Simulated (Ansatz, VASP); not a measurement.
Two plane-wave programs on Ru

```xyz
2
Lattice="2.6897 0.0000 0.0000 -1.3448 2.3293 0.0000 0.0000 0.0000 4.2523" Properties=species:S:1:pos:R:3 pbc="T T T"
Ru    0.0000    1.5529    1.0631
Ru    1.3448    0.7764    3.1892
```

Alike in both runs: functional PBEsol; k mesh 18 × 18 × 10; occupations gaussian, width 0.1 eV; no spin polarisation.

Ansatz relaxed the structure, and its values are those at the end. VASP's run is a single point on that final structure, the one shown.

```csv
,VASP,Ansatz
version,VASP 6.6.1,Ansatz 0.2.0
potentials or method,"VASP PAW PBE potentials, release 64 (Ru_pv), cutoff 500 eV","scalar-relativistic, plane waves, PAW"
valence electrons in the cell,28,32
```

```csv
,VASP,Ansatz,Ansatz less VASP
gap on the k mesh at the Fermi level (eV),none,none,-
pressure (GPa),0.0,0.0,+0.03
```

VASP's potentials were made for PBE, not for PBEsol, and Ansatz warns of the same on its side. A gap of «none» marks a metal or a gap that the smearing closes. With one functional, cell and mesh, what is left measures potentials, basis and numerics. VASP's potentials hold 28 valence electrons a cell and Ansatz's 32, so a difference there can come from the potentials and not from the codes.
